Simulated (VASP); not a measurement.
TlBr:

```
Tl Br
1.0
     3.94619    0.00000    0.00000
     0.00000    3.94619    0.00000
     0.00000    0.00000    3.94619
Tl Br
1 1
Direct
  0.00000 0.00000 0.00000
  0.50000 0.50000 0.50000
```

Base run:

```yaml
Program: VASP 6.6.1
Functional: PBEsol
Potentials_or_basis: VASP PAW PBE potentials, release 64 (Tl_d, Br)
Cutoff: 500 eV
k_mesh: 4 × 4 × 4
Occupations: gaussian, width 0.01 eV
Spin: no spin polarisation
```

Its results: band gap on the k mesh 1.65 eV; pressure -0.5 GPa.

Problem. After a change of settings the same cell gave: band gap on the k mesh 6.00 eV; pressure 0.3 GPa. Which change was it?
A. functional from PBEsol to PBE-based screened hybrid with 100 % exact exchange; cutoff from 500 eV to 400 eV
B. functional from PBEsol to PBE-based screened hybrid with 30 % exact exchange; cutoff from 500 eV to 400 eV
C. functional from PBEsol to HSE06; cutoff from 500 eV to 400 eV
D. functional from PBEsol to PBE-based global hybrid with 75 % exact exchange; cutoff from 500 eV to 400 eV

Solution. D.

Caveats: the PAW data sets were made with another functional, which shifts forces and pressure a little; spin-orbit coupling is left out, which moves the levels of the heavy elements.
